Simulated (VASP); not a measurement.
# NbBr3 (ReO3 type) (Pm-3m) in VASP: notebook

The runs below take NbBr3 (ReO3 type) through single point, relaxation of cell and atoms, with r2SCAN.

All numbers are computed with VASP 6.6.1; they aren't measurements. Logs are shortened: lines on timing, memory, paths and dates and some standing lists are left out, and cuts for length are marked.

### 1 The cell of the first run

Symmetry: Pm-3m, No. 221, cubic system. The conventional cell has a = 5.171 Å, b = 5.171 Å, c = 5.171 Å, α = 90.00°, β = 90.00°, γ = 90.00°. Within 3.4 Å of Nb (site symmetry m-3m) lie 6 Br at 2.59 Å. Within 3.4 Å of Br (site symmetry 4/mmm) lie 2 Nb at 2.59 Å.

### 2 Single point, r2SCAN

POSCAR reads:

```
NbBr3
1.0
    5.1710013081      0.0000000000      0.0000000000
    0.0000000000      5.1710013081      0.0000000000
    0.0000000000      0.0000000000      5.1710013081
Nb Br
1 3
Direct
    0.0000000000      0.0000000000      0.0000000000
    0.5000000000      0.0000000000      0.0000000000
    0.0000000000      0.5000000000      0.0000000000
    0.0000000000      0.0000000000      0.5000000000
```

INCAR.step1 reads:

```
SYSTEM = NbBr3
PREC = Accurate
ENCUT = 520
ISMEAR = -1
SIGMA = 0.08
LREAL = .False.
LASPH = .True.
NELM = 80
NBANDS = 25
GGA = PE
ALGO = Normal
EDIFF = 1E-4
LWAVE = .True.
LCHARG = .False.
```

INCAR.step2 reads:

```
SYSTEM = NbBr3
PREC = Accurate
ENCUT = 520
EDIFF = 1E-7
ISMEAR = -1
SIGMA = 0.08
LREAL = .False.
LASPH = .True.
NELM = 80
ALGO = Normal
ISIF = 2
LWAVE = .False.
LCHARG = .True.
METAGGA = R2SCAN
LMIXTAU = .True.
LELF = .True.
LVHAR = .True.
NBANDS = 25
ISTART = 1
```

KPOINTS reads:

```
regular mesh
0
Gamma
  7 7 7
  0 0 0
```

Potentials or basis: VASP PAW PBE potentials, release 64 (Nb_sv, Br).

The run is started by

```bash
cat potpaw_PBE.64/Nb_sv/POTCAR potpaw_PBE.64/Br/POTCAR > POTCAR
cp INCAR.step1 INCAR
mpirun -np 1 vasp_std > vasp.out
cp INCAR.step2 INCAR
mpirun -np 1 vasp_std > vasp.out
```

OUTCAR:

```text
SYSTEM = NbBr3
   PREC = Accurate
   ENCUT = 520
   EDIFF = 1E-7
   ISMEAR = -1
   LREAL = .False.
   LASPH = .True.
   NELM = 80
   ISIF = 2
   METAGGA = R2SCAN
   ISTART = 1

 ion  position               nearest neighbor table
   1  0.000  0.000  0.000-   2 2.59   3 2.59   4 2.59   4 2.59   3 2.59   2 2.59
   2  0.500  0.000  0.000-   1 2.59   1 2.59
   3  0.000  0.500  0.000-   1 2.59   1 2.59
   4  0.000  0.000  0.500-   1 2.59   1 2.59

  LATTYP: Found a simple cubic cell.
 ALAT       =     5.1710013081

  Lattice vectors:

 A1 = (   5.1710013081,   0.0000000000,   0.0000000000)
 A2 = (   0.0000000000,   5.1710013081,   0.0000000000)
 A3 = (   0.0000000000,   0.0000000000,   5.1710013081)

Analysis of symmetry for initial positions (statically):
=====================================================================
 Subroutine PRICEL returns:
 Original cell was already a primitive cell.

 Routine SETGRP: Setting up the symmetry group for a
 simple cubic supercell.

 Subroutine GETGRP returns: Found 48 space group operations
 (whereof 48 operations were pure point group operations)
 out of a pool of 48 trial point group operations.

The static configuration has the point symmetry O_h .

Analysis of symmetry for dynamics (positions and initial velocities):
=====================================================================
 Subroutine PRICEL returns:
 Original cell was already a primitive cell.

 Routine SETGRP: Setting up the symmetry group for a
 simple cubic supercell.

 Subroutine GETGRP returns: Found 48 space group operations
 (whereof 48 operations were pure point group operations)
 out of a pool of 48 trial point group operations.

The dynamic configuration has the point symmetry O_h .

 Subroutine INISYM returns: Found 48 space group operations
 (whereof 48 operations are pure point group operations),
 and found     1 'primitive' translations

----------------------------------------------------------------------------------------

                                     Primitive cell

  volume of cell :     138.2687

  direct lattice vectors                    reciprocal lattice vectors
     5.171001308  0.000000000  0.000000000     0.193386143  0.000000000  0.000000000
     0.000000000  5.171001308  0.000000000     0.000000000  0.193386143  0.000000000
     0.000000000  0.000000000  5.171001308     0.000000000  0.000000000  0.193386143

  length of vectors
     5.171001308  5.171001308  5.171001308     0.193386143  0.193386143  0.193386143

  position of ions in fractional coordinates (direct lattice)
     0.000000000  0.000000000  0.000000000
     0.500000000  0.000000000  0.000000000
     0.000000000  0.500000000  0.000000000
     0.000000000  0.000000000  0.500000000

  ion indices of the primitive-cell ions
   primitive index   ion index
                 1           1
                 2           2
                 3           3
                 4           4

----------------------------------------------------------------------------------------

 KPOINTS: regular mesh

Automatic generation of k-mesh.
 Grid dimensions read from file:
 generate k-points for:    7    7    7

 Generating k-lattice:

  Cartesian coordinates                     Fractional coordinates (reciprocal lattice)
     0.027626592  0.000000000  0.000000000     0.142857143  0.000000000  0.000000000
     0.000000000  0.027626592  0.000000000     0.000000000  0.142857143  0.000000000
     0.000000000  0.000000000  0.027626592     0.000000000  0.000000000  0.142857143

  Length of vectors
     0.027626592  0.027626592  0.027626592

  Shift w.r.t. Gamma in fractional coordinates (k-lattice)
     0.000000000  0.000000000  0.000000000

 Subroutine IBZKPT returns following result:
 ===========================================

 Found     20 irreducible k-points:

 Following reciprocal coordinates:
            Coordinates               Weight
  0.000000  0.000000  0.000000      1.000000
  0.142857  0.000000  0.000000      6.000000
  0.285714  0.000000  0.000000      6.000000
  0.428571  0.000000  0.000000      6.000000
  0.142857  0.142857  0.000000     12.000000
  0.285714  0.142857  0.000000     24.000000
[... 12 lines left out ...]
  0.428571  0.428571  0.285714     24.000000
  0.428571  0.428571  0.428571      8.000000
   k-points           NKPTS =     20   k-points in BZ     NKDIM =     20   number of bands    NBANDS=     25
   number of dos      NEDOS =    301   number of ions     NIONS =      4
   total plane-waves  NPLWV =  64000
   dimension x,y,z NGX =    40 NGY =   40 NGZ =   40
   dimension x,y,z NGXF=    80 NGYF=   80 NGZF=   80
   ions per type =               1   3
   NGX,Y,Z   is equivalent  to a cutoff of  12.86, 12.86, 12.86 a.u.
   NGXF,Y,Z  is equivalent  to a cutoff of  25.72, 25.72, 25.72 a.u.
 SYSTEM =  NbBr3
   PREC   = accura    normal or accurate (medium, high low for compatibility)
   ISTART =      1    job   : 0-new  1-cont  2-samecut
   ICHARG =      0    charge: 1-file 2-atom 10-const
   ISPIN  =      1    spin polarized calculation?
   LNONCOLLINEAR =      F non collinear calculations
   LSORBIT =      F    spin-orbit coupling
   LASPH  =      T    aspherical Exc in radial PAW
   ENCUT  =  520.0 eV  38.22 Ry    6.18 a.u.   9.61  9.61  9.61*2*pi/ulx,y,z
   NELM   =     80;   NELMIN=  2; NELMDL=  0     # of ELM steps
   EDIFF  = 0.1E-06   stopping-criterion for ELM
   LREAL  =      F    real-space projection
   EDIFFG = 0.1E-05   stopping-criterion for IOM
   NSW    =      0    number of steps for IOM
   IBRION =     -1    ionic relax: 0-MD 1-quasi-New 2-CG
   NFREE  =      0    steps in history (QN), initial steepest desc. (CG)
   ISIF   =      2    stress and relaxation
   ISYM   =      2    0-nonsym 1-usesym 2-fastsym
   POTIM  = 0.5000    time-step for ionic-motion
   TEBEG  =    0.0;   TEEND  =   0.0 temperature during run
   PSTRESS=    0.0 pullay stress
   NELECT =      34.0000    total number of electrons
   NUPDOWN=      -1.0000    fix difference up-down
   EMIN   =  10.00;   EMAX   =-10.00  energy-range for DOS
   EFERMI =   0.00;   METHOD = LEGACY
   ISMEAR =    -1;   SIGMA  =   0.08  broadening in eV -4-tet -1-fermi 0-gaus
   EFERMI_NEDOS =   21; number of points for ismear=-14 and -15
   IALGO  =     38    algorithm
   IMIX   =      4    mixing-type and parameters
     AMIX     =   0.40;   BMIX     =  1.00
     AMIX_MAG =   1.60;   BMIX_MAG =  1.00
  volume/ion in A,a.u.               =      34.57       233.27
  Fermi-wavevector in a.u.,A,eV,Ry     =   1.025636  1.938171 14.312359  1.051929
  Thomas-Fermi vector in A             =   2.159486
   LORBIT       =      0    0 simple, 1 ext, 2 COOP (PROOUT), +10 PAW based schemes
   METAGGA = R2SCAN    functional components
   LHFCALC =     F    Hartree Fock is set to
   AEXX    =    0.0000 exact exchange contribution
   IVDW    =     0    specifies the selected vdW correction
   LEPSILON=     F    determine dielectric tensor
   LRPA    =     F    only Hartree local field effects (RPA)
 non-spin polarized calculation
  energy-cutoff  :      520.00
  volume of cell :      138.27
 maximum number of plane-waves:      3771
 NGX is ok and might be reduce to    40
   NGX = 19   NGY = 19   NGZ = 19

 number of electron      34.0000005 magnetization

 Free energy of the ion-electron system (eV)
  ---------------------------------------------------
  ext. energy  EPLUGINS =         0.00000000
  ---------------------------------------------------
  free energy    TOTEN  =       -67.44624124 eV

  energy without entropy =      -67.36312290  energy(sigma->0) =      -67.40468207

 E-fermi :   2.1062     XC(G=0):  -8.0800

 val. band max:        2.1045164142   @ k =   0.4286   0.2857   0.1429
 cond. band min:       2.1195115029   @ k =   0.2857   0.1429   0.1429
 fundamental gap:      0.0149950887
 Fermi energy:         2.1061900424

 k-point     1 :       0.0000    0.0000    0.0000
  band No.  band energies     occupation
      1     -56.2119      2.00000
      2     -31.5812      2.00000
      3     -31.5812      2.00000
      4     -31.5812      2.00000
      5     -15.1264      2.00000
      6     -14.4602      2.00000
[... 17 lines left out ...]
     24       8.6456      0.00000
     25       8.6456      0.00000

 k-point     2 :       0.1429    0.0000    0.0000
  band No.  band energies     occupation
      1     -56.2119      2.00000
      2     -31.5828      2.00000
      3     -31.5812      2.00000
      4     -31.5812      2.00000
      5     -15.0860      2.00000
      6     -14.4591      2.00000
[... 17 lines left out ...]
     24       8.6588      0.00000
     25       8.9213      0.00000

 k-point     3 :       0.2857    0.0000    0.0000
  band No.  band energies     occupation
      1     -56.2119      2.00000
      2     -31.5863      2.00000
      3     -31.5811      2.00000
      4     -31.5811      2.00000
      5     -14.9952      2.00000
      6     -14.4565      2.00000
[... 17 lines left out ...]
     24       8.5933      0.00000
     25       9.6778      0.00000

 k-point     4 :       0.4286    0.0000    0.0000
  band No.  band energies     occupation
      1     -56.2119      2.00000
      2     -31.5892      2.00000
      3     -31.5810      2.00000
      4     -31.5810      2.00000
      5     -14.9234      2.00000
      6     -14.4545      2.00000
[... 17 lines left out ...]
     24       9.6305      0.00000
     25      10.5447      0.00000
[... 365 lines left out ...]
 k-point    18 :       0.4286    0.2857    0.2857
  band No.  band energies     occupation
      1     -56.2119      2.00000
      2     -31.5888      2.00000
      3     -31.5859      2.00000
      4     -31.5859      2.00000
      5     -14.6204      2.00000
      6     -14.4186      2.00000
[... 17 lines left out ...]
     24       9.1022      0.00000
     25       9.4517      0.00000

 k-point    19 :       0.4286    0.4286    0.2857
  band No.  band energies     occupation
      1     -56.2119      2.00000
      2     -31.5888      2.00000
      3     -31.5888      2.00000
      4     -31.5858      2.00000
      5     -14.5344      2.00000
      6     -14.4035      2.00000
[... 17 lines left out ...]
     24       8.6449      0.00000
     25       8.9286      0.00000

 k-point    20 :       0.4286    0.4286    0.4286
  band No.  band energies     occupation
      1     -56.2119      2.00000
      2     -31.5887      2.00000
      3     -31.5887      2.00000
      4     -31.5887      2.00000
      5     -14.4354      2.00000
      6     -14.3974      2.00000
[... 17 lines left out ...]
     24       8.2531      0.00000
     25       8.2531      0.00000

------------------------ aborting loop because EDIFF is reached ----------------------------------------

  FORCE on cell =-STRESS in cart. coord.  units (eV):
  Direction    XX          YY          ZZ          XY          YZ          ZX
  --------------------------------------------------------------------------------------
  -------------------------------------------------------------------------------------
  Total       -0.0576744     -0.0576744     -0.0576744     -0.0000000     -0.0000000     -0.0000000
  in kB       -0.6682978     -0.6682978     -0.6682978     -0.0000000     -0.0000000     -0.0000000
  external PRESSURE =      -0.6682978 kB  Pullay stress =       0.0000000 kB

 VOLUME and BASIS-vectors are now :
 -----------------------------------------------------------------------------
  energy-cutoff  :      520.00
  volume of cell :      138.27
      direct lattice vectors                 reciprocal lattice vectors
     5.171001308  0.000000000  0.000000000     0.193386143  0.000000000  0.000000000
     0.000000000  5.171001308  0.000000000     0.000000000  0.193386143  0.000000000
     0.000000000  0.000000000  5.171001308     0.000000000  0.000000000  0.193386143

 POSITION                                       TOTAL-FORCE (eV/Angst)
 -----------------------------------------------------------------------------------
      0.00000      0.00000      0.00000         0.000000      0.000000      0.000000
      2.58550      0.00000      0.00000         0.000000      0.000000      0.000000
      0.00000      2.58550      0.00000         0.000000      0.000000      0.000000
      0.00000      0.00000      2.58550         0.000000      0.000000      0.000000
 -----------------------------------------------------------------------------------
    total drift:                               -0.000000     -0.000000     -0.000000

  FREE ENERGIE OF THE ION-ELECTRON SYSTEM (eV)
  ---------------------------------------------------
  free  energy   TOTEN  =       -67.4462412383 eV

  energy  without entropy=      -67.3631228978  energy(sigma->0) =      -67.40468207
```

Wall time 6.5 min (1 thread of Oxide Virtual Turin-like, shared host); peak memory 0.25 GiB.

Results:

- Free energy: -67.4462 eV
- Pressure: -0.1 GPa
- Band gap on the k mesh: zero (band 17 reaches 3.01 eV, above the bottom of band 18 at 1.00 eV)

Caveat: the PAW data sets were made with another functional, which shifts forces and pressure a little.

### 3 Relaxation of cell and atoms, r2SCAN

This run uses another cell than the first one, of 33.37 Å³/atom, 0.965 times its volume.

POSCAR reads:

```
NbBr3
1.0
    5.1106516673      0.0000000000      0.0000000000
    0.0000000000      5.1106516673      0.0000000000
    0.0000000000      0.0000000000      5.1106516673
Nb Br
1 3
Direct
    0.0000000000      0.0000000000      0.0000000000
    0.5000000000      0.0000000000      0.0000000000
    0.0000000000      0.5000000000      0.0000000000
    0.0000000000      0.0000000000      0.5000000000
```

INCAR.step1 reads:

```
SYSTEM = NbBr3
  PREC = Accurate
  ENCUT = 600
  ISMEAR = -1
  SIGMA = 0.08
  LREAL = .FALSE.
  LASPH = .TRUE.
  NELM = 100
  GGA = PE
  ALGO = Normal
  EDIFF = 1E-4
  LWAVE = .TRUE.
  LCHARG = .FALSE.
```

INCAR.step2 reads:

```
SYSTEM = NbBr3
  PREC = Accurate
  ENCUT = 600
  EDIFF = 1E-6
  ISMEAR = -1
  SIGMA = 0.08
  LREAL = .FALSE.
  LASPH = .TRUE.
  NELM = 100
  ALGO = Normal
  ISIF = 3
  LWAVE = .FALSE.
  LCHARG = .FALSE.
  METAGGA = R2SCAN
  LMIXTAU = .TRUE.
  IBRION = 2
  NSW = 100
  EDIFFG = -0.005
  ISTART = 1
```

KPOINTS reads:

```
Automatic mesh
0
G
  7 7 7
  0 0 0
```

Potentials or basis: VASP PAW PBE potentials, release 64 (Nb_sv, Br).

The run is started by

```bash
cat potpaw_PBE.64/Nb_sv/POTCAR potpaw_PBE.64/Br/POTCAR > POTCAR
cp INCAR.step1 INCAR
mpirun -np 1 vasp_std > vasp.out
cp INCAR.step2 INCAR
mpirun -np 1 vasp_std > vasp.out
```

Wall time 17 min (1 thread of Oxide Virtual Turin-like, shared host); peak memory 0.29 GiB.

It converged, with:

- Free energy: -67.4458 eV
- Relaxed volume: 34.52 Å³/atom
- Relaxed cell: a = 5.168 Å, b = 5.168 Å, c = 5.168 Å, α = 90.00°, β = 90.00°, γ = 90.00°
- Space group after relaxing (to 0.05 Å): Pm-3m (No. 221)
- Energy gained by relaxing: 6.0 meV/atom
- Ionic steps: 3
- Pressure after relaxing: 0.0 GPa
- Band gap on the k mesh: zero (band 17 reaches 3.02 eV, above the bottom of band 18 at 1.01 eV)

Step by step:
| step | energy change (eV) | largest force (eV/Å) | pressure (GPa) | volume (Å³) |
| --- | --- | --- | --- | --- |
| 1 | 0.0000 | 0.0000 | 1.73 | 133.48 |
| 2 | -0.0174 | 0.0000 | -0.83 | 140.58 |
| 3 | -0.0240 | 0.0000 | -0.01 | 138.06 |

Final structure:
```xyz
4
Lattice="5.1684 0.0000 0.0000 0.0000 5.1684 0.0000 0.0000 0.0000 5.1684" Properties=species:S:1:pos:R:3 pbc="T T T"
Nb    0.0000    0.0000    0.0000
Br    2.5842    0.0000    0.0000
Br    0.0000    2.5842    0.0000
Br    0.0000    0.0000    2.5842
```

Levels at points of the mesh, in eV from the Fermi level:
```tsv
k point	band 14	band 15	band 16	band 17	band 18	band 19	band 20	band 21
(0.00, 0.00, 0.00)	-3.14	-3.14	-3.14	-1.11	-1.11	-1.11	0.30	0.30
```

Caveat: the PAW data sets were made with another functional, which shifts forces and pressure a little.
